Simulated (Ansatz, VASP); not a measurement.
# One calculation of KTaO3, two programs

File INCAR:

```
SYSTEM = KTaO3
  ALGO = Normal
  EDIFF = 1E-6
  ENCUT = 700
  GGA = PE
  GGA_COMPAT = .False.
  ISIF = 2
  ISMEAR = 0
  LASPH = .True.
  LCHARG = .True.
  LELF = .True.
  LREAL = .False.
  LVHAR = .True.
  LWAVE = .False.
  NBANDS = 28
  NELM = 120
  PREC = Accurate
  SIGMA = 0.01
```

The input KPOINTS:

```
k-points
0
Gamma
  6 6 6
  0 0 0
```

POSCAR

```
KTaO3
1.0
    3.9901309646      0.0000000000      0.0000000000
    0.0000000000      3.9901309646      0.0000000000
    0.0000000000      0.0000000000      3.9901309646
K Ta O
1 1 3
Direct
    0.5000000000      0.5000000000      0.5000000000
    0.0000000000      0.0000000000      0.0000000000
    0.5000000000      0.0000000000      0.0000000000
    0.0000000000      0.5000000000      0.0000000000
    0.0000000000      0.0000000000      0.5000000000
```

Input for Ansatz:

```yaml
crystal:
  lattice:
    - [3.9901309646, 0.0, 0.0]
    - [0.0, 3.9901309646, 0.0]
    - [0.0, 0.0, 3.9901309646]
  atoms:
    - { symbol: K, position: [0.5, 0.5, 0.5] }
    - { symbol: Ta, position: [0.0, 0.0, 0.0] }
    - { symbol: O, position: [0.5, 0.0, 0.0] }
    - { symbol: O, position: [0.0, 0.5, 0.0] }
    - { symbol: O, position: [0.0, 0.0, 0.5] }
kpoints:
  mp_grid: { grid: [6, 6, 6] }
  band_path:
    path: [[0.0, 0.0, 0.0], [0.0, 0.5, 0.0], [0.5, 0.5, 0.0], [0.5, 0.5, 0.5]]
    npoints: 1
hamiltonian:
  xc: pbe
scf:
  occupations: { method: fixed }
  n_extra_bands: 5
output:
  forces: true
  stress: true
  eigenvalues: true
```

Alike in both runs: task single point; functional PBE; k mesh 6 × 6 × 6; no spin polarisation.

|  | VASP | Ansatz |
| --- | --- | --- |
| version | VASP 6.6.1 | Ansatz 0.2.0 |
| potentials or method | VASP PAW PBE potentials, release 64 (K_sv, Ta_sv_GW, O) | plane waves, PAW |
| plane-wave cutoff (eV) | 700 | 420 |
| occupations | gaussian, width 0.01 eV | fixed |
| valence electrons in the cell | 40 | 40 |

VASP gave:

* gap on the k mesh at the Fermi level (eV): 2.21
* pressure (GPa): 5.2

Q: Which values does Ansatz return?

A: gap on the k mesh at the Fermi level (eV): 2.22; pressure (GPa): 5.1.

Neither program's run includes spin-orbit coupling.
